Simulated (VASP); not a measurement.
# Cu in VASP: a series of runs, part 2 of 2

VASP 6.6.1. Earlier steps stand in the parts before.

## (3) Single point, PBE+D3(BJ)

File INCAR:

```
PREC = Accurate ; ENCUT = 520
EDIFF = 1E-6 ; ISMEAR = -1
SIGMA = 0.1 ; LREAL = F
LASPH = T ; NELM = 80
ALGO = Normal ; ISIF = 2
LWAVE = F ; LCHARG = T
GGA = PE ; IVDW = 12
LELF = T ; LVHAR = T
NBANDS = 78
```

File KPOINTS:

```
Automatic mesh
0
Gamma
  2 2 1
```

File POSCAR:

```
Cu
1.0
    5.1053110000      0.0000000000      0.0000000000
    2.5526550000      4.4213290000      0.0000000000
    0.0000000000      0.0000000000     17.1684690000
Cu
12
Direct
    0.1666599093      0.1666693431      0.0582463119
    0.6666686257      0.1666693431      0.0582463119
    0.1666700955      0.6666773723      0.0582463119
    0.6666592245      0.6666773723      0.0582463119
   -0.2275631436      0.4134051096      0.1716111087
    0.3456776959      0.4013499109      0.1702597943
   -0.1162136682      0.8672957837      0.1807674289
    0.3613441507      0.9302180408      0.1907799700
    0.0326399454      0.0536942625      0.3214322721
    0.4727336349      0.1475122073      0.3015062089
    0.0143643172      0.5317858047      0.2913422274
    0.5272293701      0.5658931964      0.2937710986
```

Potentials or basis: VASP PAW PBE potentials, release 64 (Cu).

Started as:

```console
cat potpaw_PBE.64/Cu/POTCAR > POTCAR
mpirun -np 1 vasp_std > vasp.out
```

OUTCAR:

```text
PREC = Accurate
   ENCUT = 520
   EDIFF = 1E-6
   ISMEAR = -1
   LREAL = F
   LASPH = T
   NELM = 80
   ISIF = 2
   GGA = PE
   IVDW = 12
 IVDW          = 12

 ion  position               nearest neighbor table
   1  0.167  0.167  0.058-   8 2.53   3 2.55   2 2.55   4 2.55   4 2.55   2 2.55   3 2.55   5 2.62
                             6 2.66
   2  0.667  0.167  0.058-   6 2.42   7 2.51   5 2.52   1 2.55   4 2.55   3 2.55   4 2.55   3 2.55
                             1 2.55
   3  0.167  0.667  0.058-   6 2.27   7 2.47   1 2.55   4 2.55   2 2.55   2 2.55   4 2.55   1 2.55

   4  0.667  0.667  0.058-   5 2.25   3 2.55   1 2.55   2 2.55   2 2.55   1 2.55   3 2.55   8 2.71

   5  0.772  0.413  0.172-   6 2.21   4 2.25  12 2.37   8 2.44   2 2.52   7 2.56  11 2.62   1 2.62
                             7 2.65
   6  0.346  0.401  0.170-   5 2.21   3 2.27   7 2.38   8 2.39   2 2.42  10 2.52  11 2.55  12 2.62
                             1 2.66   7 2.74   8 2.76
   7  0.884  0.867  0.181-   6 2.38  11 2.42   3 2.47   2 2.51   8 2.53   5 2.56   8 2.62   5 2.65
                             6 2.74  10 2.78
[... 521 lines left out ...]

------------------------ aborting loop because EDIFF is reached ----------------------------------------

 Edisp (eV)   -4.58397

 E8    (eV) :    -2.0586

  FORCE on cell =-STRESS in cart. coord.  units (eV):
  Direction    XX          YY          ZZ          XY          YZ          ZX
  --------------------------------------------------------------------------------------
  -------------------------------------------------------------------------------------
  Total      -2.28211    -1.76776     2.71742    -0.13497    -2.96271    -0.64357
  in kB      -9.43498    -7.30850    11.23468    -0.55801   -12.24877    -2.66074
  external pressure =       -1.84 kB  Pullay stress =        0.00 kB

 VOLUME and BASIS-vectors are now :
 -----------------------------------------------------------------------------
  energy-cutoff  :      520.00
  volume of cell :      387.53
      direct lattice vectors                 reciprocal lattice vectors
     5.105311000  0.000000000  0.000000000     0.195874453 -0.113088147  0.000000000
     2.552655000  4.421329000  0.000000000     0.000000000  0.226176337  0.000000000
     0.000000000  0.000000000 17.168469000     0.000000000  0.000000000  0.058246312

 POSITION                                       TOTAL-FORCE (eV/Angst)
 -----------------------------------------------------------------------------------
      1.27630      0.73690      1.00000        -0.038076      0.015140      0.250038
      3.82900      0.73690      1.00000         0.073826     -0.160306     -0.232240
      2.55270      2.94760      1.00000         0.030504      0.524588     -0.859791
      5.10530      2.94760      1.00000         0.062281      0.695205     -0.683638
      4.99881      1.82780      2.94630         2.270371     -0.963119      0.768435
      2.78930      1.77450      2.92310        -1.191803     -0.430213      0.873636
      6.72591      3.83460      3.10350        -0.373423      0.626963      0.289486
      4.21930      4.11280      3.27540        -0.810345     -0.050154     -0.557641
      0.30370      0.23740      5.51850        -0.415228     -0.100987     -0.588665
      2.79000      0.65220      5.17640         0.970582     -2.344239      0.342326
      1.43080      2.35120      5.00190        -0.528866      1.544091     -0.131237
      4.13620      2.50200      5.04360        -0.049825      0.643031      0.529290
 -----------------------------------------------------------------------------------
    total drift:                                0.000556     -0.001168     -0.000411

  FREE ENERGIE OF THE ION-ELECTRON SYSTEM (eV)
  ---------------------------------------------------
  free  energy   TOTEN  =       -42.6136832818 eV

  energy  without entropy=      -42.2761467564  energy(sigma->0) =      -42.44491502
```

OSZICAR:

```text
N       E                     dE             d eps       ncg     rms          rms(c)
DAV:   1     0.120576710387E+04    0.12058E+04   -0.56460E+04   624   0.214E+03
DAV:   2     0.100680114383E+03   -0.11051E+04   -0.10754E+04   624   0.447E+02
DAV:   3    -0.406989831059E+02   -0.14138E+03   -0.13054E+03   660   0.214E+02
[... 21 lines left out ...]
DAV:  25    -0.380296987950E+02   -0.12741E-04   -0.17722E-06   406   0.180E-02    0.185E-03
DAV:  26    -0.380297069766E+02   -0.81817E-05   -0.64542E-07   392   0.130E-02    0.117E-03
DAV:  27    -0.380297110514E+02   -0.40748E-05   -0.46211E-07   398   0.103E-02    0.110E-03
DAV:  28    -0.380297131439E+02   -0.20924E-05   -0.23514E-07   390   0.667E-03    0.366E-04
DAV:  29    -0.380297135272E+02   -0.38331E-06   -0.81157E-08   366   0.380E-03
   1 F= -.42613683E+02 E0= -.42444915E+02  d E =-.337537E+00
```

stdout:

```text
POSCAR found type information on POSCAR Cu
 POSCAR found :  1 types and      12 ions
 scaLAPACK will be used
 LDA part: xc-table for (Slater+PW92), standard interpolation
 POSCAR, INCAR and KPOINTS ok, starting setup
 FFT: planning ... GRIDC
 FFT: planning ... GRID_SOFT
 FFT: planning ... GRID
 WAVECAR not read
 entering main loop
```

Wall time 3 min (1 thread of AMD EPYC 9R45 (Zen 5), shared host); peak memory 0.45 GiB.

Results:

| Property | Result |
| --- | --- |
| Free energy | -42.6137 eV |
| Largest force | 2.583 eV/Å |
| Band gap on the k mesh | zero (bands 66 and 67 overlap by 0.10 eV) |
| Dispersion energy per atom | -0.382 eV |

Forces in eV/Å, atoms in the order of the input:
```
Cu  -0.038  0.015  0.250
Cu   0.074 -0.160 -0.232
Cu   0.031  0.525 -0.860
Cu   0.062  0.695 -0.684
Cu   2.270 -0.963  0.768
Cu  -1.192 -0.430  0.874
Cu  -0.373  0.627  0.289
Cu  -0.810 -0.050 -0.558
Cu  -0.415 -0.101 -0.589
Cu   0.971 -2.344  0.342
Cu  -0.529  1.544 -0.131
Cu  -0.050  0.643  0.529
```

Levels at points of the mesh, in eV from the Fermi level:
| k point | band 64 | band 65 | band 66 | band 67 | band 68 | band 69 |
| --- | --- | --- | --- | --- | --- | --- |
| (0.00, 0.00, 0.00) | -0.28 | -0.12 | 0.09 | 0.28 | 0.76 | 0.92 |
| (0.50, 0.00, 0.00) | -1.68 | -0.28 | -0.24 | 0.07 | 0.18 | 0.74 |
| (0.50, 0.50, 0.00) | -1.68 | -0.40 | -0.10 | 0.05 | 0.15 | 0.88 |
| (0.00, 0.50, 0.00) | -1.59 | -0.38 | -0.08 | -0.02 | 0.20 | 0.75 |

Caveat: the k points lie up to 0.71 Å⁻¹ apart; the atoms stand as in a frame of molecular dynamics; there is no dipole correction, which matters where the two faces differ.

## (4) Single point, PBE+D3(BJ)

File INCAR:

```
  PREC = Accurate
  ENCUT = 520
  EDIFF = 1E-6
  ISMEAR = -1
  SIGMA = 0.1
  LREAL = False
  LASPH = True
  NELM = 100
  ALGO = Normal
  ISIF = 2
  LWAVE = False
  LCHARG = False
  GGA = PE
  IVDW = 12
  NBANDS = 78
```

File KPOINTS:

```
regular mesh
0
Gamma
  2 2 1
```

File POSCAR:

```
Cu
1.0
    5.1053110000      0.0000000000      0.0000000000
    2.5526550000      4.4213290000      0.0000000000
    0.0000000000      0.0000000000     17.1684690000
Cu
12
Direct
    0.1666599093      0.1666693431      0.0582463119
    0.6666686257      0.1666693431      0.0582463119
    0.1666700955      0.6666773723      0.0582463119
    0.6666592245      0.6666773723      0.0582463119
   -0.1032237176      0.2936899742      0.2104322756
    0.3780129485      0.2787397183      0.1914498025
   -0.1719980723      0.8126063453      0.1741739464
    0.3580691695      0.7410893874      0.1784958228
    0.0036480486      0.0176191367      0.3478003775
    0.5535834689     -0.0327955689      0.2980929750
    0.0417287754      0.5398150647      0.3020828473
    0.5440584682      0.4953714143      0.3218749441
```

Started as:

```console
cat potpaw_PBE.64/Cu/POTCAR > POTCAR
mpirun -np 1 vasp_std > vasp.out
```

Wall time 2.9 min (1 thread of AMD EPYC 9R45 (Zen 5), shared host); peak memory 0.45 GiB.

It converged, with:

| Property | Result |
| --- | --- |
| Free energy | -42.8579 eV |
| Largest force | 1.339 eV/Å |
| Band gap on the k mesh | zero (bands 66 and 67 overlap by 0.34 eV) |
| Dispersion energy per atom | -0.369 eV |

Forces on the atoms (eV/Å):
```
Cu  -0.140  0.054  0.438
Cu   0.118  0.131  0.291
Cu  -0.105 -0.183 -0.284
Cu  -0.095 -0.297 -0.340
Cu  -0.561 -0.544 -0.732
Cu  -0.307  0.324 -1.066
Cu   0.456 -0.373  0.155
Cu   0.622  0.981  0.666
Cu   0.490 -0.269 -0.417
Cu  -0.532  0.315  0.776
Cu   0.369 -0.372  0.535
Cu  -0.317  0.235 -0.022
```

Levels at points of the mesh, in eV from the Fermi level:
```
           k point  band 64  band 65  band 66  band 67  band 68  band 69  band 70  band 71
(0.00, 0.00, 0.00)    -0.26     0.10     0.28     0.32     0.93     1.07     1.26     1.64
(0.50, 0.00, 0.00)    -1.59    -0.27    -0.15    -0.01     0.14     0.90     1.20     2.54
(0.50, 0.50, 0.00)    -1.54    -0.25    -0.12    -0.06     0.08     0.91     1.08     2.35
(0.00, 0.50, 0.00)    -1.57    -0.26    -0.19    -0.04     0.15     0.80     1.21     2.48
```

Caveat: the k points lie up to 0.71 Å⁻¹ apart; the atoms stand as in a frame of molecular dynamics; there is no dipole correction, which matters where the two faces differ.

## (5) Overview

| cell | gap on the mesh (eV) | largest force (eV/Å) |
| --- | --- | --- |
| as given, atomic positions A | - | 1.62 |
| as given, atomic positions B | none | 2.58 |
| as given, atomic positions C | none | 1.34 |

Alike in all rows: task single point; level PBE+D3(BJ); potentials or basis VASP PAW PBE potentials, release 64 (Cu); no spin polarisation; k mesh 2 × 2 × 1; cutoff (eV) 520; smearing fermi-dirac 0.1 eV.

Caveats: all runs use coarse meshes; there is no dipole correction, which matters where the two faces differ; the atoms stand as in a frame of molecular dynamics (at least some runs).

Total energies depend on the potentials used, so only differences within one code and one set of settings carry meaning.
